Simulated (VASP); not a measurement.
# LiH (Fm-3m) in VASP: notebook

LiH is run at these levels: PBEsol, RPBE, PBE, r2SCAN, HSE06; tasks: single point.

Everything below comes from runs of VASP 6.6.1. Logs are shortened: lines on timing, memory, paths and dates and some standing lists are left out, and cuts for length are marked.

### Step 1. The cell of the first run

The structure is cubic, space group Fm-3m (No. 225). Conventional cell: a = 4.074 Å, b = 4.074 Å, c = 4.074 Å, α = 90.00°, β = 90.00°, γ = 90.00°. Li (site symmetry m-3m) has 6 H at 2.04 Å within 2.7 Å. Within 2.7 Å of H (site symmetry m-3m) lie 6 Li at 2.04 Å.

### Step 2. Single point, PBEsol

Input file INCAR:

```
ALGO     = Normal         # electronic algorithm
EDIFF    = 1E-6           # SCF threshold, eV
ENCUT    = 520            # plane-wave cutoff, eV
GGA      = PS             # functional
ISIF     = 2              # what is computed and relaxed
ISMEAR   = -1             # smearing method
LASPH    = True           # aspherical terms in the spheres
LCHARG   = False          # write CHGCAR
LREAL    = False          # projectors in reciprocal space
LWAVE    = False          # write WAVECAR
NBANDS   = 9              # bands
NELM     = 80             # most SCF steps
PREC     = Accurate       # precision mode
SIGMA    = 0.05           # smearing width, eV
```

Input file KPOINTS:

```
k-points
0
Gamma
  6 6 6
```

Input file POSCAR:

```
LiH
1.0
    0.0000000000      2.0367500000      2.0367500000
    2.0367500000      0.0000000000      2.0367500000
    2.0367500000      2.0367500000      0.0000000000
Li H
1 1
Direct
    0.0000000000      0.0000000000      0.0000000000
    0.5000000000      0.5000000000      0.5000000000
```

Potentials or basis: VASP PAW PBE potentials, release 64 (Li_sv, H).

Started as:

```console
cat potpaw_PBE.64/Li_sv/POTCAR potpaw_PBE.64/H/POTCAR > POTCAR
mpirun -np 1 vasp_std > vasp.out
```

OUTCAR:

```text
EDIFF = 1E-6
   ENCUT = 520
   GGA = PS
   ISIF = 2
   ISMEAR = -1
   LASPH = True
   LREAL = False
   NELM = 80
   PREC = Accurate

 ion  position               nearest neighbor table
   1  0.000  0.000  0.000-
   2  0.500  0.500  0.500-

  LATTYP: Found a face centered cubic cell.
 ALAT       =     4.0735000000

  Lattice vectors:

 A1 = (   0.0000000000,   2.0367500000,   2.0367500000)
 A2 = (   2.0367500000,   0.0000000000,   2.0367500000)
 A3 = (   2.0367500000,   2.0367500000,   0.0000000000)

Analysis of symmetry for initial positions (statically):
=====================================================================
 Subroutine PRICEL returns:
 Original cell was already a primitive cell.

 Routine SETGRP: Setting up the symmetry group for a
 face centered cubic supercell.

 Subroutine GETGRP returns: Found 48 space group operations
 (whereof 48 operations were pure point group operations)
 out of a pool of 48 trial point group operations.

The static configuration has the point symmetry O_h .

Analysis of symmetry for dynamics (positions and initial velocities):
=====================================================================
 Subroutine PRICEL returns:
 Original cell was already a primitive cell.

 Routine SETGRP: Setting up the symmetry group for a
 face centered cubic supercell.

 Subroutine GETGRP returns: Found 48 space group operations
 (whereof 48 operations were pure point group operations)
 out of a pool of 48 trial point group operations.

The dynamic configuration has the point symmetry O_h .

 Subroutine INISYM returns: Found 48 space group operations
 (whereof 48 operations are pure point group operations),
 and found     1 'primitive' translations

----------------------------------------------------------------------------------------

                                     Primitive cell

  volume of cell :      16.8983

  direct lattice vectors                    reciprocal lattice vectors
     0.000000000  2.036750000  2.036750000    -0.245489137  0.245489137  0.245489137
     2.036750000  0.000000000  2.036750000     0.245489137 -0.245489137  0.245489137
     2.036750000  2.036750000  0.000000000     0.245489137  0.245489137 -0.245489137

  length of vectors
     2.880399473  2.880399473  2.880399473     0.425199658  0.425199658  0.425199658

  position of ions in fractional coordinates (direct lattice)
     0.000000000  0.000000000  0.000000000
     0.500000000  0.500000000  0.500000000

  ion indices of the primitive-cell ions
   primitive index   ion index
                 1           1
                 2           2

----------------------------------------------------------------------------------------

 KPOINTS: k-points

Automatic generation of k-mesh.
 Grid dimensions read from file:
 generate k-points for:    6    6    6

 Generating k-lattice:

  Cartesian coordinates                     Fractional coordinates (reciprocal lattice)
    -0.040914856  0.040914856  0.040914856     0.166666667  0.000000000  0.000000000
     0.040914856 -0.040914856  0.040914856     0.000000000  0.166666667  0.000000000
     0.040914856  0.040914856 -0.040914856     0.000000000  0.000000000  0.166666667

  Length of vectors
     0.070866610  0.070866610  0.070866610

  Shift w.r.t. Gamma in fractional coordinates (k-lattice)
     0.000000000  0.000000000  0.000000000

 Subroutine IBZKPT returns following result:
 ===========================================

 Found     16 irreducible k-points:

 Following reciprocal coordinates:
            Coordinates               Weight
  0.000000  0.000000  0.000000      1.000000
  0.166667  0.000000  0.000000      8.000000
  0.333333  0.000000  0.000000      8.000000
  0.500000  0.000000  0.000000      4.000000
  0.166667  0.166667  0.000000      6.000000
  0.333333  0.166667  0.000000     24.000000
[... 8 lines left out ...]
 -0.333333  0.333333  0.166667     24.000000
 -0.333333  0.500000  0.166667     12.000000
   k-points           NKPTS =     16   k-points in BZ     NKDIM =     16   number of bands    NBANDS=      9
   number of dos      NEDOS =    301   number of ions     NIONS =      2
   total plane-waves  NPLWV =  13824
   dimension x,y,z NGX =    24 NGY =   24 NGZ =   24
   dimension x,y,z NGXF=    48 NGYF=   48 NGZF=   48
   ions per type =               1   1
   NGX,Y,Z   is equivalent  to a cutoff of  13.85, 13.85, 13.85 a.u.
   NGXF,Y,Z  is equivalent  to a cutoff of  27.70, 27.70, 27.70 a.u.
 SYSTEM =  unknown system
   PREC   = accura    normal or accurate (medium, high low for compatibility)
   ISTART =      0    job   : 0-new  1-cont  2-samecut
   ICHARG =      2    charge: 1-file 2-atom 10-const
   ISPIN  =      1    spin polarized calculation?
   LNONCOLLINEAR =      F non collinear calculations
   LSORBIT =      F    spin-orbit coupling
   LASPH  =      T    aspherical Exc in radial PAW
   ENCUT  =  520.0 eV  38.22 Ry    6.18 a.u.   5.36  5.36  5.36*2*pi/ulx,y,z
   NELM   =     80;   NELMIN=  2; NELMDL= -5     # of ELM steps
   EDIFF  = 0.1E-05   stopping-criterion for ELM
   LREAL  =      F    real-space projection
   EDIFFG = 0.1E-04   stopping-criterion for IOM
   NSW    =      0    number of steps for IOM
   IBRION =     -1    ionic relax: 0-MD 1-quasi-New 2-CG
   NFREE  =      0    steps in history (QN), initial steepest desc. (CG)
   ISIF   =      2    stress and relaxation
   ISYM   =      2    0-nonsym 1-usesym 2-fastsym
   POTIM  = 0.5000    time-step for ionic-motion
   TEBEG  =    0.0;   TEEND  =   0.0 temperature during run
   PSTRESS=    0.0 pullay stress
   NELECT =       4.0000    total number of electrons
   NUPDOWN=      -1.0000    fix difference up-down
   EMIN   =  10.00;   EMAX   =-10.00  energy-range for DOS
   EFERMI =   0.00;   METHOD = LEGACY
   ISMEAR =    -1;   SIGMA  =   0.05  broadening in eV -4-tet -1-fermi 0-gaus
   EFERMI_NEDOS =   21; number of points for ismear=-14 and -15
   IALGO  =     38    algorithm
   IMIX   =      4    mixing-type and parameters
     AMIX     =   0.40;   BMIX     =  1.00
     AMIX_MAG =   1.60;   BMIX_MAG =  1.00
  volume/ion in A,a.u.               =       8.45        57.02
  Fermi-wavevector in a.u.,A,eV,Ry     =   1.012699  1.913724 13.953585  1.025560
  Thomas-Fermi vector in A             =   2.145824
   LORBIT       =      0    0 simple, 1 ext, 2 COOP (PROOUT), +10 PAW based schemes
   GGA     = PS    functional components
   LHFCALC =     F    Hartree Fock is set to
   AEXX    =    0.0000 exact exchange contribution
   IVDW    =     0    specifies the selected vdW correction
   LEPSILON=     F    determine dielectric tensor
   LRPA    =     F    only Hartree local field effects (RPA)
 non-spin polarized calculation
  energy-cutoff  :      520.00
  volume of cell :       16.90
 maximum number of plane-waves:       468
 NGX is ok and might be reduce to    24
   NGX = 11   NGY = 11   NGZ = 11

 number of electron       3.9999999 magnetization

 Free energy of the ion-electron system (eV)
  ---------------------------------------------------
  ext. energy  EPLUGINS =         0.00000000
  ---------------------------------------------------
  free energy    TOTEN  =        -6.11147580 eV

  energy without entropy =       -6.11147580  energy(sigma->0) =       -6.11147580

 E-fermi :   1.0958     XC(G=0):  -8.4559

 val. band max:       -0.0621913172   @ k =   0.5000   0.5000   0.0000
 cond. band min:       2.7208822227   @ k =   0.5000   0.5000   0.0000
 fundamental gap:      2.7830735399
 Fermi energy:         1.0958076972

 k-point     1 :       0.0000    0.0000    0.0000
  band No.  band energies     occupation
      1     -43.8129      2.00000
      2      -5.4227      2.00000
      3      15.4215      0.00000
      4      17.1923      0.00000
      5      17.1923      0.00000
      6      17.1923      0.00000
      7      21.7064      0.00000
      8      21.7064      0.00000
      9      21.7064      0.00000

 k-point     2 :       0.1667    0.0000    0.0000
  band No.  band energies     occupation
      1     -43.8025      2.00000
      2      -4.9430      2.00000
      3      11.9343      0.00000
      4      15.3709      0.00000
      5      16.3863      0.00000
      6      16.3863      0.00000
      7      21.5868      0.00000
      8      22.9338      0.00000
      9      22.9338      0.00000

 k-point     3 :       0.3333    0.0000    0.0000
  band No.  band energies     occupation
      1     -43.7819      2.00000
      2      -3.6479      2.00000
      3       6.8866      0.00000
      4      13.7147      0.00000
      5      15.7691      0.00000
      6      15.7691      0.00000
      7      19.8116      0.00000
      8      19.8116      0.00000
      9      24.0288      0.00000

 k-point     4 :       0.5000    0.0000    0.0000
  band No.  band energies     occupation
      1     -43.7715      2.00000
      2      -2.6293      2.00000
      3       4.5264      0.00000
      4      13.0948      0.00000
      5      15.8116      0.00000
      6      15.8116      0.00000
      7      18.3612      0.00000
      8      18.3612      0.00000
      9      26.2078      0.00000
[... 109 lines left out ...]
 k-point    14 :       0.5000    0.3333    0.1667
  band No.  band energies     occupation
      1     -43.7685      2.00000
      2      -2.2848      2.00000
      3       6.8009      0.00000
      4       7.6169      0.00000
      5      12.2922      0.00000
      6      16.5530      0.00000
      7      19.9729      0.00000
      8      24.2513      0.00000
      9      28.0406      0.00000

 k-point    15 :      -0.3333    0.3333    0.1667
  band No.  band energies     occupation
      1     -43.7617      2.00000
      2      -1.1319      2.00000
      3       4.8265      0.00000
      4       6.7070      0.00000
      5      11.8657      0.00000
      6      16.2483      0.00000
      7      22.9210      0.00000
      8      24.6314      0.00000
      9      26.5449      0.00000

 k-point    16 :      -0.3333    0.5000    0.1667
  band No.  band energies     occupation
      1     -43.7586      2.00000
      2      -0.2245      2.00000
      3       3.7086      0.00000
      4       6.6345      0.00000
      5      10.9671      0.00000
      6      16.7765      0.00000
      7      19.0089      0.00000
      8      27.7921      0.00000
      9      28.0634      0.00000

------------------------ aborting loop because EDIFF is reached ----------------------------------------

  FORCE on cell =-STRESS in cart. coord.  units (eV):
  Direction    XX          YY          ZZ          XY          YZ          ZX
  --------------------------------------------------------------------------------------
  -------------------------------------------------------------------------------------
  Total       -0.2558752     -0.2558752     -0.2558752     -0.0000000      0.0000000     -0.0000000
  in kB      -24.2602734    -24.2602734    -24.2602734     -0.0000000      0.0000000     -0.0000000
  external PRESSURE =     -24.2602734 kB  Pullay stress =       0.0000000 kB

 VOLUME and BASIS-vectors are now :
 -----------------------------------------------------------------------------
  energy-cutoff  :      520.00
  volume of cell :       16.90
      direct lattice vectors                 reciprocal lattice vectors
     0.000000000  2.036750000  2.036750000    -0.245489137  0.245489137  0.245489137
     2.036750000  0.000000000  2.036750000     0.245489137 -0.245489137  0.245489137
     2.036750000  2.036750000  0.000000000     0.245489137  0.245489137 -0.245489137

 POSITION                                       TOTAL-FORCE (eV/Angst)
 -----------------------------------------------------------------------------------
      0.00000      0.00000      0.00000        -0.000000      0.000000     -0.000000
      2.03675      2.03675      2.03675         0.000000     -0.000000      0.000000
 -----------------------------------------------------------------------------------
    total drift:                                0.000000     -0.000000     -0.000000

  FREE ENERGIE OF THE ION-ELECTRON SYSTEM (eV)
  ---------------------------------------------------
  free  energy   TOTEN  =        -6.1114758022 eV

  energy  without entropy=       -6.1114758022  energy(sigma->0) =       -6.11147580
```

It took 2 s on 1 thread of Intel Xeon 6975P-C (Granite Rapids), shared host; peak memory 0.12 GiB.

What came out:

- Free energy: -6.1115 eV
- Band gap on the k mesh: 2.78 eV, direct

Levels at points of the mesh, in eV from the valence-band top:
| k point | band 1 | band 2 | band 3 | band 4 | band 5 | band 6 | band 7 |
| --- | --- | --- | --- | --- | --- | --- | --- |
| (0.00, 0.00, 0.00) | -43.75 | -5.36 | 15.48 | 17.25 | 17.25 | 17.25 | 21.77 |
| (0.50, 0.00, 0.00) | -43.71 | -2.57 | 4.59 | 13.16 | 15.87 | 15.87 | 18.42 |
| (0.50, 0.50, 0.00) | -43.70 | 0.00 | 2.78 | 10.39 | 10.39 | 13.40 | 16.50 |

Caveat: the k points lie up to 0.45 Å⁻¹ apart; the cutoff is under 1.25 times the usual one of these potentials, so pressure, stress and relaxed cells hold a basis-set (Pulay) error; the PAW data sets were made with another functional, which shifts forces and pressure a little. A k mesh can miss the band edges.

### Step 3. Single point, RPBE

Input file INCAR:

```
ALGO = Normal ; EDIFF = 1E-7
ENCUT = 520 ; GGA = RP
ISIF = 2 ; ISMEAR = -1
LASPH = True ; LCHARG = False
LREAL = False ; LWAVE = False
NBANDS = 9 ; NELM = 60
PREC = Accurate ; SIGMA = 0.05
```

KPOINTS is that of step 2.

POSCAR is that of step 2.

Potentials or basis: VASP PAW PBE potentials, release 64 (Li_sv, H).

Started as:

```console
cat potpaw_PBE.64/Li_sv/POTCAR potpaw_PBE.64/H/POTCAR > POTCAR
mpirun -np 1 vasp_std > vasp.out
```

It took 1.8 s on 1 thread of Intel Xeon 6975P-C (Granite Rapids), shared host; peak memory 0.12 GiB.

The run converged. Its results:

```yaml
Free_energy: -6.0190 eV
Band_gap_on_the_k_mesh: 3.17 eV, direct
```

Levels at points of the mesh, in eV from the valence-band top:
| k point | band 1 | band 2 | band 3 | band 4 | band 5 |
| --- | --- | --- | --- | --- | --- |
| (0.00, 0.00, 0.00) | -44.52 | -5.19 | 15.53 | 17.73 | 17.73 |
| (0.50, 0.00, 0.00) | -44.48 | -2.44 | 4.95 | 13.36 | 16.41 |
| (0.50, 0.50, 0.00) | -44.47 | 0.00 | 3.17 | 10.79 | 10.79 |

Caveat: the k points lie up to 0.45 Å⁻¹ apart; the cutoff is under 1.25 times the usual one of these potentials, so pressure, stress and relaxed cells hold a basis-set (Pulay) error; the PAW data sets were made with another functional, which shifts forces and pressure a little. Expect the measured gap to be larger: semilocal functionals such as RPBE lack the derivative discontinuity.

### Step 4. Single point, PBE

Input file INCAR:

```
ALGO = Normal
EDIFF = 1E-7
ENCUT = 520
GGA = PE
ISIF = 2
ISMEAR = -1
LASPH = T
LCHARG = F
LREAL = F
LWAVE = F
NBANDS = 9
NELM = 100
PREC = Accurate
SIGMA = 0.05
```

KPOINTS is that of step 3.

POSCAR is that of step 3.

Started as:

```console
cat potpaw_PBE.64/Li_sv/POTCAR potpaw_PBE.64/H/POTCAR > POTCAR
mpirun -np 1 vasp_std > vasp.out
```

Run time: 1.8 s. Hardware: 1 thread of Intel Xeon 6975P-C (Granite Rapids), shared host; peak memory 0.12 GiB.

The run converged. Its results:

```yaml
Free_energy: -6.1219 eV
Band_gap_on_the_k_mesh: 3.01 eV, direct
```

Levels at points of the mesh, in eV from the valence-band top:
| k point | band 1 | band 2 | band 3 | band 4 | band 5 |
| --- | --- | --- | --- | --- | --- |
| (0.00, 0.00, 0.00) | -44.34 | -5.25 | 15.47 | 17.40 | 17.40 |
| (0.50, 0.00, 0.00) | -44.30 | -2.49 | 4.81 | 13.25 | 16.06 |
| (0.50, 0.50, 0.00) | -44.29 | 0.00 | 3.01 | 10.58 | 10.58 |

Caveat: the k points lie up to 0.45 Å⁻¹ apart; the cutoff is under 1.25 times the usual one of these potentials, so pressure, stress and relaxed cells hold a basis-set (Pulay) error.

(Continued in part 2 of 2.)
